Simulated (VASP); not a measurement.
# TePt (P6_3/mmc) in VASP: a series of runs

TePt is run at these levels: PBEsol; tasks: single point.

Program: VASP 6.6.1. These are calculated values, not measurements. Logs are shortened: lines on timing, memory, paths and dates and some standing lists are left out, and cuts for length are marked.

### Step 1. The cell of the first run

It takes space group P6_3/mmc (No. 194, hexagonal). Conventional cell: a = 4.234 Å, b = 4.234 Å, c = 5.624 Å, α = 90.00°, β = 90.00°, γ = 120.00°. Within 3.7 Å of Pt (site symmetry -3m) lie 2 Pt at 2.81 Å and 6 Te at 2.82 Å. Te (site symmetry -6m2) has 6 Pt at 2.82 Å within 3.7 Å.

### Step 2. Single point, PBEsol (volume scaled by 0.98)

INCAR

```
SYSTEM = TePt
PREC = Accurate
ENCUT = 520
EDIFF = 1E-6
ISMEAR = -1
SIGMA = 0.05
LREAL = .False.
LASPH = .True.
NELM = 80
ALGO = Normal
ISIF = 2
LWAVE = .False.
LCHARG = .True.
GGA = PS
LELF = .True.
LVHAR = .True.
NBANDS = 24
```

KPOINTS

```
Automatic mesh
0
Gamma
  7 7 5
  0 0 0
```

POSCAR

```
TePt
1.0
    4.2342690445      0.0000000000      0.0000000000
   -2.1171345223      3.6669845590      0.0000000000
    0.0000000000      0.0000000000      5.6237713920
Pt Te
2 2
Direct
    0.0000000000      0.0000000000      0.0000000000
    0.0000000000      0.0000000000      0.5000000000
    0.3333333333      0.6666666667      0.2500000000
    0.6666666667      0.3333333333      0.7500000000
```

Potentials or basis: VASP PAW PBE potentials, release 64 (Pt, Te).

Launch:

```bash
cat potpaw_PBE.64/Pt/POTCAR potpaw_PBE.64/Te/POTCAR > POTCAR
mpirun -np 1 vasp_std > vasp.out
```

OUTCAR:

```text
SYSTEM = TePt
   PREC = Accurate
   ENCUT = 520
   EDIFF = 1E-6
   ISMEAR = -1
   LREAL = .False.
   LASPH = .True.
   NELM = 80
   ISIF = 2
   GGA = PS

 ion  position               nearest neighbor table
   1  0.000  0.000  0.000-   2 2.81   2 2.81   4 2.82   3 2.82   4 2.82   3 2.82   4 2.82   3 2.82

   2  0.000  0.000  0.500-   1 2.81   1 2.81   4 2.82   3 2.82   4 2.82   3 2.82   4 2.82   3 2.82

   3  0.333  0.667  0.250-   1 2.82   2 2.82   1 2.82   2 2.82   1 2.82   2 2.82
   4  0.667  0.333  0.750-   1 2.82   2 2.82   1 2.82   2 2.82   1 2.82   2 2.82

  LATTYP: Found a hexagonal cell.
 ALAT       =     4.2342690445
 C/A-ratio  =     1.3281563672

  Lattice vectors:

 A1 = (   4.2342690445,   0.0000000000,   0.0000000000)
 A2 = (  -2.1171345223,   3.6669845590,   0.0000000000)
 A3 = (   0.0000000000,   0.0000000000,   5.6237713920)

Analysis of symmetry for initial positions (statically):
=====================================================================
 Subroutine PRICEL returns:
 Original cell was already a primitive cell.

 Routine SETGRP: Setting up the symmetry group for a
 hexagonal supercell.

 Subroutine GETGRP returns: Found 24 space group operations
 (whereof 12 operations were pure point group operations)
 out of a pool of 24 trial point group operations.

The static configuration has the point symmetry D_3d.
 The point group associated with its full space group is D_6h.

Analysis of symmetry for dynamics (positions and initial velocities):
=====================================================================
 Subroutine PRICEL returns:
 Original cell was already a primitive cell.

 Routine SETGRP: Setting up the symmetry group for a
 hexagonal supercell.

 Subroutine GETGRP returns: Found 24 space group operations
 (whereof 12 operations were pure point group operations)
 out of a pool of 24 trial point group operations.

The dynamic configuration has the point symmetry D_3d.
 The point group associated with its full space group is D_6h.

 Subroutine INISYM returns: Found 24 space group operations
 (whereof 12 operations are pure point group operations),
 and found     1 'primitive' translations

----------------------------------------------------------------------------------------

                                     Primitive cell

  volume of cell :      87.3203

  direct lattice vectors                    reciprocal lattice vectors
     4.234269045  0.000000000  0.000000000     0.236168271  0.136351815  0.000000000
    -2.117134522  3.666984559  0.000000000     0.000000000  0.272703630  0.000000000
     0.000000000  0.000000000  5.623771392     0.000000000  0.000000000  0.177816616

  length of vectors
     4.234269045  4.234269045  5.623771392     0.272703630  0.272703630  0.177816616

  position of ions in fractional coordinates (direct lattice)
     0.000000000  0.000000000  0.000000000
     0.000000000  0.000000000  0.500000000
     0.333333333  0.666666667  0.250000000
     0.666666667  0.333333333  0.750000000

  ion indices of the primitive-cell ions
   primitive index   ion index
                 1           1
                 2           2
                 3           3
                 4           4

----------------------------------------------------------------------------------------

 KPOINTS: Automatic mesh

Automatic generation of k-mesh.
 Grid dimensions read from file:
 generate k-points for:    7    7    5

 Generating k-lattice:

  Cartesian coordinates                     Fractional coordinates (reciprocal lattice)
     0.033738324  0.019478831  0.000000000     0.142857143  0.000000000  0.000000000
     0.000000000  0.038957661  0.000000000     0.000000000  0.142857143  0.000000000
     0.000000000  0.000000000  0.035563323     0.000000000  0.000000000  0.200000000

  Length of vectors
     0.038957661  0.038957661  0.035563323

  Shift w.r.t. Gamma in fractional coordinates (k-lattice)
     0.000000000  0.000000000  0.000000000

 Subroutine IBZKPT returns following result:
 ===========================================

 Found     24 irreducible k-points:

 Following reciprocal coordinates:
            Coordinates               Weight
  0.000000  0.000000  0.000000      1.000000
  0.142857  0.000000  0.000000      6.000000
  0.285714  0.000000  0.000000      6.000000
  0.428571  0.000000  0.000000      6.000000
  0.142857  0.142857  0.000000      6.000000
  0.285714  0.142857  0.000000     12.000000
[... 16 lines left out ...]
  0.428571  0.142857  0.400000     12.000000
  0.285714  0.285714  0.400000     12.000000
   k-points           NKPTS =     24   k-points in BZ     NKDIM =     24   number of bands    NBANDS=     24
   number of dos      NEDOS =    301   number of ions     NIONS =      4
   total plane-waves  NPLWV =  43008
   dimension x,y,z NGX =    32 NGY =   32 NGZ =   42
   dimension x,y,z NGXF=    64 NGYF=   64 NGZF=   84
   ions per type =               2   2
   NGX,Y,Z   is equivalent  to a cutoff of  12.56, 12.56, 12.42 a.u.
   NGXF,Y,Z  is equivalent  to a cutoff of  25.13, 25.13, 24.83 a.u.
 SYSTEM =  TePt
   PREC   = accura    normal or accurate (medium, high low for compatibility)
   ISTART =      0    job   : 0-new  1-cont  2-samecut
   ICHARG =      2    charge: 1-file 2-atom 10-const
   ISPIN  =      1    spin polarized calculation?
   LNONCOLLINEAR =      F non collinear calculations
   LSORBIT =      F    spin-orbit coupling
   LASPH  =      T    aspherical Exc in radial PAW
   ENCUT  =  520.0 eV  38.22 Ry    6.18 a.u.   7.87  7.87 10.46*2*pi/ulx,y,z
   NELM   =     80;   NELMIN=  2; NELMDL= -5     # of ELM steps
   EDIFF  = 0.1E-05   stopping-criterion for ELM
   LREAL  =      F    real-space projection
   EDIFFG = 0.1E-04   stopping-criterion for IOM
   NSW    =      0    number of steps for IOM
   IBRION =     -1    ionic relax: 0-MD 1-quasi-New 2-CG
   NFREE  =      0    steps in history (QN), initial steepest desc. (CG)
   ISIF   =      2    stress and relaxation
   ISYM   =      2    0-nonsym 1-usesym 2-fastsym
   POTIM  = 0.5000    time-step for ionic-motion
   TEBEG  =    0.0;   TEEND  =   0.0 temperature during run
   PSTRESS=    0.0 pullay stress
   NELECT =      32.0000    total number of electrons
   NUPDOWN=      -1.0000    fix difference up-down
   EMIN   =  10.00;   EMAX   =-10.00  energy-range for DOS
   EFERMI =   0.00;   METHOD = LEGACY
   ISMEAR =    -1;   SIGMA  =   0.05  broadening in eV -4-tet -1-fermi 0-gaus
   EFERMI_NEDOS =   21; number of points for ismear=-14 and -15
   IALGO  =     38    algorithm
   IMIX   =      4    mixing-type and parameters
     AMIX     =   0.40;   BMIX     =  1.00
     AMIX_MAG =   1.60;   BMIX_MAG =  1.00
  volume/ion in A,a.u.               =      21.83       147.32
  Fermi-wavevector in a.u.,A,eV,Ry     =   1.171529  2.213869 18.673731  1.372481
  Thomas-Fermi vector in A             =   2.307972
   LORBIT       =      0    0 simple, 1 ext, 2 COOP (PROOUT), +10 PAW based schemes
   GGA     = PS    functional components
   LHFCALC =     F    Hartree Fock is set to
   AEXX    =    0.0000 exact exchange contribution
   IVDW    =     0    specifies the selected vdW correction
   LEPSILON=     F    determine dielectric tensor
   LRPA    =     F    only Hartree local field effects (RPA)
 non-spin polarized calculation
  energy-cutoff  :      520.00
  volume of cell :       87.32
 maximum number of plane-waves:      2362
 NGX is ok and might be reduce to    32
   NGX = 15   NGY = 15   NGZ = 21

 number of electron      32.0000000 magnetization

 Free energy of the ion-electron system (eV)
  ---------------------------------------------------
  ext. energy  EPLUGINS =         0.00000000
  ---------------------------------------------------
  free energy    TOTEN  =       -21.82711351 eV

  energy without entropy =      -21.80525789  energy(sigma->0) =      -21.81618570

 E-fermi :   9.1922     XC(G=0): -11.2752

 val. band max:        9.1522473191   @ k =   0.4286   0.1429   0.2000
 cond. band min:       9.2000294069   @ k =   0.1429   0.1429   0.2000
 fundamental gap:      0.0477820878
 Fermi energy:         9.1921741196

 k-point     1 :       0.0000    0.0000    0.0000
  band No.  band energies     occupation
      1      -4.7340      2.00000
      2      -2.1271      2.00000
      3       2.0623      2.00000
      4       3.2032      2.00000
      5       3.2032      2.00000
      6       3.8309      2.00000
[... 16 lines left out ...]
     23      16.5940      0.00000
     24      16.5940      0.00000

 k-point     2 :       0.1429    0.0000    0.0000
  band No.  band energies     occupation
      1      -4.5390      2.00000
      2      -2.2272      2.00000
      3       2.3303      2.00000
      4       3.2695      2.00000
      5       3.4459      2.00000
      6       3.6792      2.00000
[... 16 lines left out ...]
     23      14.6896      0.00000
     24      15.7075      0.00000

 k-point     3 :       0.2857    0.0000    0.0000
  band No.  band energies     occupation
      1      -4.0036      2.00000
      2      -2.4652      2.00000
      3       2.7734      2.00000
      4       3.0777      2.00000
      5       3.3877      2.00000
      6       4.0310      2.00000
[... 16 lines left out ...]
     23      15.2530      0.00000
     24      16.3840      0.00000

 k-point     4 :       0.4286    0.0000    0.0000
  band No.  band energies     occupation
      1      -3.3182      2.00000
      2      -2.7891      2.00000
      3       1.7041      2.00000
      4       3.4241      2.00000
      5       3.8905      2.00000
      6       4.1345      2.00000
[... 16 lines left out ...]
     23      16.8554      0.00000
     24      18.0701      0.00000

 k-point     5 :       0.1429    0.1429    0.0000
  band No.  band energies     occupation
      1      -4.1728      2.00000
      2      -2.3899      2.00000
      3       2.8439      2.00000
      4       3.1596      2.00000
      5       3.3512      2.00000
      6       3.8562      2.00000
[... 16 lines left out ...]
     23      15.3472      0.00000
     24      15.3624      0.00000

 k-point     6 :       0.2857    0.1429    0.0000
  band No.  band energies     occupation
      1      -3.5578      2.00000
      2      -2.6297      2.00000
      3       2.1075      2.00000
      4       3.3310      2.00000
      5       3.7192      2.00000
      6       3.8316      2.00000
[... 16 lines left out ...]
     23      15.4612      0.00000
     24      17.0479      0.00000
[... 379 lines left out ...]
 k-point    21 :       0.1429    0.1429    0.4000
  band No.  band energies     occupation
      1      -3.6496      2.00000
      2      -3.1117      2.00000
      3       2.8068      2.00000
      4       3.1442      2.00000
      5       3.8800      2.00000
      6       4.3013      2.00000
[... 16 lines left out ...]
     23      16.0823      0.00000
     24      16.3694      0.00000

 k-point    22 :       0.2857    0.1429    0.4000
  band No.  band energies     occupation
      1      -3.2236      2.00000
      2      -2.9317      2.00000
      3       2.4439      2.00000
      4       2.6958      2.00000
      5       3.7934      2.00000
      6       4.0914      2.00000
[... 16 lines left out ...]
     23      16.3698      0.00000
     24      16.7328      0.00000

 k-point    23 :       0.4286    0.1429    0.4000
  band No.  band energies     occupation
      1      -2.9406      2.00000
      2      -2.9134      2.00000
      3       2.1413      2.00000
      4       2.7359      2.00000
      5       3.8336      2.00000
      6       3.8816      2.00000
[... 16 lines left out ...]
     23      16.3507      0.00000
     24      17.2303      0.00000

 k-point    24 :       0.2857    0.2857    0.4000
  band No.  band energies     occupation
      1      -2.9380      2.00000
      2      -2.8526      2.00000
      3       2.4179      2.00000
      4       2.9673      2.00000
      5       3.3031      2.00000
      6       3.7583      2.00000
[... 16 lines left out ...]
     23      16.5717      0.00000
     24      16.7375      0.00000

------------------------ aborting loop because EDIFF is reached ----------------------------------------

  FORCE on cell =-STRESS in cart. coord.  units (eV):
  Direction    XX          YY          ZZ          XY          YZ          ZX
  --------------------------------------------------------------------------------------
  -------------------------------------------------------------------------------------
  Total       -1.1740278     -1.1740278     -2.0889942      0.0000000     -0.0000000      0.0000000
  in kB      -21.5413933    -21.5413933    -38.3294528      0.0000000     -0.0000000      0.0000000
  external PRESSURE =     -27.1374132 kB  Pullay stress =       0.0000000 kB

 VOLUME and BASIS-vectors are now :
 -----------------------------------------------------------------------------
  energy-cutoff  :      520.00
  volume of cell :       87.32
      direct lattice vectors                 reciprocal lattice vectors
     4.234269045  0.000000000  0.000000000     0.236168271  0.136351815  0.000000000
    -2.117134522  3.666984559  0.000000000     0.000000000  0.272703630  0.000000000
     0.000000000  0.000000000  5.623771392     0.000000000  0.000000000  0.177816616

 POSITION                                       TOTAL-FORCE (eV/Angst)
 -----------------------------------------------------------------------------------
      0.00000      0.00000      0.00000        -0.000000     -0.000000      0.000000
      0.00000      0.00000      2.81189        -0.000000     -0.000000      0.000000
     -0.00000      2.44466      1.40594        -0.000000      0.000000     -0.000000
      2.11713      1.22233      4.21783         0.000000     -0.000000      0.000000
 -----------------------------------------------------------------------------------
    total drift:                                0.000000     -0.000000      0.000000

  FREE ENERGIE OF THE ION-ELECTRON SYSTEM (eV)
  ---------------------------------------------------
  free  energy   TOTEN  =       -21.8271135114 eV

  energy  without entropy=      -21.8052578916  energy(sigma->0) =      -21.81618570
```

It took 35 s on 1 thread of AMD EPYC 7R13 (Zen 3), shared host; peak memory 0.19 GiB.

What came out:

| Item | Value |
| --- | --- |
| Free energy | -21.8271 eV |
| Pressure | -2.7 GPa |
| Band gap on the k mesh | zero (band 16 reaches 9.80 eV, above the bottom of band 17 at 8.82 eV) |

Stress tensor (GPa, compression positive):
```
-2.15  0.00  0.00
 0.00 -2.15  0.00
 0.00  0.00 -3.83
```

Levels at points of the mesh, in eV from the Fermi level:
| k point | band 13 | band 14 | band 15 | band 16 | band 17 | band 18 | band 19 | band 20 |
| --- | --- | --- | --- | --- | --- | --- | --- | --- |
| (0.00, 0.00, 0.00) | -1.61 | -1.61 | 0.18 | 0.49 | 1.47 | 1.72 | 2.16 | 2.16 |

Caveat: the PAW data sets were made with another functional, which shifts forces and pressure a little; spin-orbit coupling is left out, which moves the levels of the heavy elements.

(Continued in part 2 of 2.)
